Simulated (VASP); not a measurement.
# O (P4/mmm) in VASP: further runs, part 2 of 2

VASP 6.6.1. The steps go on from the part before.

**3. Single point, LDA**

INCAR

```
SYSTEM = O
PREC = Accurate
ENCUT = 520
EDIFF = 1E-7
ISMEAR = 1
SIGMA = 0.1
LREAL = .FALSE.
LASPH = .TRUE.
NELM = 100
ALGO = Normal
ISIF = 2
LWAVE = .FALSE.
LCHARG = .FALSE.
GGA = CA
NBANDS = 9
```

KPOINTS

```
Automatic mesh
0
G
  16 16 9
  0 0 0
```

POSCAR

```
O
1.0
    1.7755910000      0.0000000000      0.0000000000
    0.0000000000      1.7755910000      0.0000000000
    0.0000000000      0.0000000000      3.0530510000
O
1
Direct
    0.0000000000      0.0000000000      0.0000000000
```

Potentials or basis: VASP PAW LDA potentials, release 64 (O).

On the command line:

```sh
$ cat potpaw_LDA.64/O/POTCAR > POTCAR
$ mpirun -np 1 vasp_std > vasp.out
```

OUTCAR:

```text
SYSTEM = O
   PREC = Accurate
   ENCUT = 520
   EDIFF = 1E-7
   ISMEAR = 1
   LREAL = .FALSE.
   LASPH = .TRUE.
   NELM = 100
   ISIF = 2
   GGA = CA

 ion  position               nearest neighbor table
   1  0.000  0.000  0.000-

  LATTYP: Found a simple tetragonal cell.
 ALAT       =     1.7755910000
 C/A-ratio  =     1.7194562261

  Lattice vectors:

 A1 = (   1.7755910000,   0.0000000000,   0.0000000000)
 A2 = (   0.0000000000,   1.7755910000,   0.0000000000)
 A3 = (   0.0000000000,   0.0000000000,   3.0530510000)

Analysis of symmetry for initial positions (statically):
=====================================================================
 Subroutine PRICEL returns:
 Original cell was already a primitive cell.

 Routine SETGRP: Setting up the symmetry group for a
 simple tetragonal supercell.

 Subroutine GETGRP returns: Found 16 space group operations
 (whereof 16 operations were pure point group operations)
 out of a pool of 16 trial point group operations.

The static configuration has the point symmetry D_4h.

Analysis of symmetry for dynamics (positions and initial velocities):
=====================================================================
 Subroutine PRICEL returns:
 Original cell was already a primitive cell.

 Routine SETGRP: Setting up the symmetry group for a
 simple tetragonal supercell.

 Subroutine GETGRP returns: Found 16 space group operations
 (whereof 16 operations were pure point group operations)
 out of a pool of 16 trial point group operations.

The dynamic configuration has the point symmetry D_4h.

 Subroutine INISYM returns: Found 16 space group operations
 (whereof 16 operations are pure point group operations),
 and found     1 'primitive' translations

----------------------------------------------------------------------------------------
[... 107 lines left out ...]
   EFERMI_NEDOS =   21; number of points for ismear=-14 and -15
   IALGO  =     38    algorithm
   IMIX   =      4    mixing-type and parameters
     AMIX     =   0.40;   BMIX     =  1.00
     AMIX_MAG =   1.60;   BMIX_MAG =  1.00
  volume/ion in A,a.u.               =       9.63        64.96
  Fermi-wavevector in a.u.,A,eV,Ry     =   1.398466  2.642718 26.609014  1.955707
  Thomas-Fermi vector in A             =   2.521621
   LORBIT       =      0    0 simple, 1 ext, 2 COOP (PROOUT), +10 PAW based schemes
   GGA     = CA    functional components
   LHFCALC =     F    Hartree Fock is set to
   AEXX    =    0.0000 exact exchange contribution
   IVDW    =     0    specifies the selected vdW correction
   LEPSILON=     F    determine dielectric tensor
   LRPA    =     F    only Hartree local field effects (RPA)
 non-spin polarized calculation
 Methfessel and Paxton  Order N= 1 SIGMA  =   0.10
  energy-cutoff  :      520.00
  volume of cell :        9.63
 maximum number of plane-waves:       277
 NGX is ok and might be reduce to    14
   NGX =  7   NGY =  7   NGZ = 11

 number of electron       6.0000005 magnetization

 Free energy of the ion-electron system (eV)
  ---------------------------------------------------
  ext. energy  EPLUGINS =         0.00000000
  ---------------------------------------------------
  free energy    TOTEN  =        -4.12999180 eV

  energy without entropy =       -4.12979273  energy(sigma->0) =       -4.12992544

 E-fermi :   0.3483     XC(G=0): -11.0035

 val. band max:        0.3426085585   @ k =   0.5000   0.2500   0.1111
 cond. band min:       0.3560408692   @ k =   0.5000   0.3125   0.4444
 fundamental gap:      0.0134323107
 Fermi energy:         0.3483483709

 k-point     1 :       0.0000    0.0000    0.0000
  band No.  band energies     occupation
      1     -22.3077      2.00000
      2      -4.2358      2.00000
      3       4.0462      0.00000
      4       4.0462      0.00000
      5       8.3864      0.00000
      6      27.9487      0.00000
      7      30.0505      0.00000
      8      34.2990      0.00000
      9      51.8772      0.00000
[... 265 lines left out ...]
 k-point    24 :       0.5000    0.1250    0.0000
  band No.  band energies     occupation
      1     -16.0201      2.00000
      2      -8.5647      2.00000
      3      -0.4134      2.00000
      4       4.0394      0.00000
      5      19.4136      0.00000
      6      20.1403      0.00000
      7      22.3591      0.00000
      8      33.8474      0.00000
      9      38.4472      0.00000

 [... further k-points ...]
[... 5 lines left out ...]
  --------------------------------------------------------------------------------------
  -------------------------------------------------------------------------------------
  Total       -0.4399834     -0.4399834     -0.0768650      0.0000000     -0.0000000      0.0000000
  in kB      -73.2363882    -73.2363882    -12.7943840      0.0000000     -0.0000000      0.0000000
  external PRESSURE =     -53.0890535 kB  Pullay stress =       0.0000000 kB

 VOLUME and BASIS-vectors are now :
 -----------------------------------------------------------------------------
  energy-cutoff  :      520.00
  volume of cell :        9.63
      direct lattice vectors                 reciprocal lattice vectors
     1.775591000  0.000000000  0.000000000     0.563192762  0.000000000  0.000000000
     0.000000000  1.775591000  0.000000000     0.000000000  0.563192762  0.000000000
     0.000000000  0.000000000  3.053051000     0.000000000  0.000000000  0.327541204

 POSITION                                       TOTAL-FORCE (eV/Angst)
 -----------------------------------------------------------------------------------
      0.00000      0.00000      0.00000         0.000000      0.000000      0.000000
 -----------------------------------------------------------------------------------
    total drift:                                0.000000      0.000000      0.000000

  FREE ENERGIE OF THE ION-ELECTRON SYSTEM (eV)
  ---------------------------------------------------
  free  energy   TOTEN  =        -4.1299917958 eV

  energy  without entropy=       -4.1297927283  energy(sigma->0) =       -4.12992544
```

OSZICAR:

```text
N       E                     dE             d eps       ncg     rms          rms(c)
DAV:   1     0.564367278109E+01    0.56437E+01   -0.34384E+03  4290   0.625E+02
DAV:   2    -0.416804537856E+01   -0.98117E+01   -0.94243E+01  4995   0.911E+01
DAV:   3    -0.424596363286E+01   -0.77918E-01   -0.77351E-01  4914   0.669E+00
DAV:   4    -0.424602469169E+01   -0.61059E-04   -0.61058E-04  4929   0.221E-01
DAV:   5    -0.424602474920E+01   -0.57514E-07   -0.57464E-07  4835   0.579E-03    0.331E+00
DAV:   6    -0.415229712215E+01    0.93728E-01   -0.30860E-02  4373   0.138E+00    0.148E+00
DAV:   7    -0.412984228851E+01    0.22455E-01   -0.18517E-02  4471   0.110E+00    0.118E-01
DAV:   8    -0.412999962275E+01   -0.15733E-03   -0.24721E-04  4358   0.138E-01    0.437E-02
DAV:   9    -0.412999765438E+01    0.19684E-05   -0.31353E-05  4498   0.463E-02    0.237E-02
DAV:  10    -0.412999195637E+01    0.56980E-05   -0.74656E-06  4360   0.213E-02    0.498E-03
DAV:  11    -0.412999208628E+01   -0.12991E-06   -0.68282E-07  4367   0.644E-03    0.512E-03
DAV:  12    -0.412999179547E+01    0.29081E-06   -0.19978E-07  4240   0.342E-03    0.361E-04
DAV:  13    -0.412999179579E+01   -0.31952E-09   -0.25036E-09  2150   0.483E-04
   1 F= -.41299918E+01 E0= -.41299254E+01  d E =-.199068E-03
```

stdout:

```text
POSCAR found type information on POSCAR O
 POSCAR found :  1 types and       1 ions
 scaLAPACK will be used
 LDA part: xc-table for (Slater(with rela. corr.)+CA(PZ))
 , standard interpolation
 POSCAR, INCAR and KPOINTS ok, starting setup
 FFT: planning ... GRIDC
 FFT: planning ... GRID_SOFT
 FFT: planning ... GRID
 WAVECAR not read
 entering main loop
```

Wall time 27 s (1 thread of AMD EPYC 7R13, shared host); peak memory 0.09 GiB.

Results:

| Property | Result |
| --- | --- |
| Free energy | -4.1300 eV |
| Pressure | -5.3 GPa |
| Band gap on the k mesh | zero (band 3 reaches 4.06 eV, above the bottom of band 4 at -0.98 eV) |

**4. Single point, r2SCAN**

POSCAR is that of step 3.

INCAR.step1

```
SYSTEM = O
PREC     = Accurate       ! precision mode
ENCUT    = 520            ! plane-wave cutoff, eV
ISMEAR   = 1              ! smearing method
SIGMA    = 0.1            ! smearing width, eV
LREAL    = .False.        ! projectors in reciprocal space
LASPH    = .True.         ! aspherical terms in the spheres
NELM     = 100            ! most SCF steps
NBANDS   = 9              ! bands
GGA      = PE             ! functional
ALGO     = Normal         ! electronic algorithm
EDIFF    = 1E-4           ! SCF threshold, eV
LWAVE    = .True.         ! write WAVECAR
LCHARG   = .False.        ! write CHGCAR
```

INCAR.step2

```
SYSTEM = O
PREC     = Accurate       ! precision mode
ENCUT    = 520            ! plane-wave cutoff, eV
EDIFF    = 1E-7           ! SCF threshold, eV
ISMEAR   = 1              ! smearing method
SIGMA    = 0.1            ! smearing width, eV
LREAL    = .False.        ! projectors in reciprocal space
LASPH    = .True.         ! aspherical terms in the spheres
NELM     = 100            ! most SCF steps
ALGO     = Normal         ! electronic algorithm
ISIF     = 2              ! what is computed and relaxed
LWAVE    = .False.        ! write WAVECAR
LCHARG   = .False.        ! write CHGCAR
METAGGA  = R2SCAN         ! meta-GGA
LMIXTAU  = .True.       
NBANDS   = 9              ! bands
ISTART   = 1
```

KPOINTS

```
regular mesh
0
Gamma
  16 16 9
  0 0 0
```

Potentials or basis: VASP PAW PBE potentials, release 64 (O).

On the command line:

```sh
$ cat potpaw_PBE.64/O/POTCAR > POTCAR
$ cp INCAR.step1 INCAR
$ mpirun -np 1 vasp_std > vasp.out
$ cp INCAR.step2 INCAR
$ mpirun -np 1 vasp_std > vasp.out
```

It took 2.5 min on 1 thread of AMD EPYC 7R13, shared host; peak memory 0.09 GiB.

The run converged. Its results:

```
Free energy            : -4.1467 eV
Pressure               : 0.4 GPa
Band gap on the k mesh : zero (band 3 reaches 4.35 eV, above the bottom of band 4 at -1.29 eV)
```

Stress tensor (GPa, compression positive):
```
0.54 0.00 0.00
0.00 0.54 0.00
0.00 0.00 0.20
```

Levels at points of the mesh, in eV from the Fermi level:
```
           k point  band 1  band 2  band 3  band 4  band 5  band 6
(0.00, 0.00, 0.00)  -24.14   -4.88    4.11    4.11    9.02   29.41
(0.50, 0.00, 0.00)  -18.35   -9.49   -1.35    5.67   19.96   20.41
(0.50, 0.50, 0.00)  -12.97   -5.78   -5.78    1.26   18.06   31.53
```

Caveat: the PAW data sets were made with another functional, which shifts forces and pressure a little.

**5. The runs side by side**

| level | potentials or basis | gap on the mesh (eV) | pressure (GPa) |
| --- | --- | --- | --- |
| PBEsol | VASP PAW PBE potentials, release 64 (O) | none | -0.5 |
| LDA | VASP PAW LDA potentials, release 64 (O) | none | -5.3 |
| r2SCAN | VASP PAW PBE potentials, release 64 (O) | none | 0.4 |

Alike in all rows: task single point; no spin polarisation; cell as given; k mesh 16 × 16 × 9; cutoff (eV) 520; smearing methfessel-paxton 0.1 eV.

Caveats: the PAW data sets were made with another functional, which shifts forces and pressure a little (some runs).

Absolute energies hang on the potentials; compare differences alone.
